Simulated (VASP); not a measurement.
Set up this calculation in VASP 6.6.1, as the native input.

| Item | Value |
| --- | --- |
| Task | relaxation of cell and atoms |
| Functional | PBE |
| Potentials or basis | VASP PAW PBE potentials, release 64 (Li_sv, Nb_sv, P) |
| Cutoff | 600 eV |
| k mesh | 6 × 6 × 8 |
| Occupations | gaussian, width 0.1 eV |
| Spin | no spin polarisation |
| Dipole correction | no |
| Further INCAR settings | ALGO = Normal; EDIFF = 1e-06; IBRION = 2; EDIFFG = -0.01; NSW = 100; ISIF = 3 |

The structure of Li3Nb2P3 lies in POSCAR:

```
Li3Nb2P3
1.0
    8.1780180123      0.0000000000      0.0000000000
   -4.0890090061      7.0823713512      0.0000000000
    0.0000000000      0.0000000000      4.7200603220
Li Nb P
3 2 3
Direct
    0.5000000000      0.0000000000      0.0000000000
    0.0000000000      0.5000000000      0.0000000000
    0.5000000000      0.5000000000      0.0000000000
    0.3333333333      0.6666666667      0.5000000000
    0.6666666667      0.3333333333      0.5000000000
    0.5000000000      0.0000000000      0.5000000000
    0.0000000000      0.5000000000      0.5000000000
    0.5000000000      0.5000000000      0.5000000000
```

One way to write it, as run:

INCAR

```
ALGO     = Normal         # electronic algorithm
EDIFF    = 1E-6           # SCF threshold, eV
EDIFFG   = -0.01          # ionic threshold
ENCUT    = 600            # plane-wave cutoff, eV
GGA      = PE             # functional
IBRION   = 2              # ionic algorithm
ISIF     = 3              # what is computed and relaxed
ISMEAR   = 0              # smearing method
LASPH    = T              # aspherical terms in the spheres
LCHARG   = F              # write CHGCAR
LREAL    = F              # projectors in reciprocal space
LWAVE    = F              # write WAVECAR
NELM     = 100            # most SCF steps
NSW      = 100            # ionic steps
PREC     = Accurate       # precision mode
SIGMA    = 0.1            # smearing width, eV
```

KPOINTS

```
k-points
0
Gamma
  6 6 8
```

Potentials or basis: VASP PAW PBE potentials, release 64 (Li_sv, Nb_sv, P).

Command:

```sh
$ cat potpaw_PBE.64/Li_sv/POTCAR potpaw_PBE.64/Nb_sv/POTCAR potpaw_PBE.64/P/POTCAR > POTCAR
$ mpirun -np 1 vasp_std > vasp.out
```

It gave:

```json
{"Relaxed volume": "33.93 Å³/atom", "Relaxed cell": "a = 8.163 Å, b = 8.163 Å, c = 4.704 Å, α = 90.00°, β = 90.00°, γ = 120.00°", "Space group after relaxing (to 0.05 Å)": "P6/mmm (No. 191)", "Energy gained by relaxing": "0.2 meV/atom", "Ionic steps": "4", "Pressure after relaxing": "0.0 GPa", "Band gap on the k mesh": "zero (band 25 reaches 0.78 eV, above the bottom of band 26 at 0.61 eV)"}
```

Caveat: the cutoff is under 1.25 times the usual one of these potentials, so pressure, stress and relaxed cells hold a basis-set (Pulay) error.

Run time: 15 min on 1 thread of AMD EPYC 9R45 96-Core Processor (Zen 5), with other jobs on the host, peak memory 0.65 GiB.
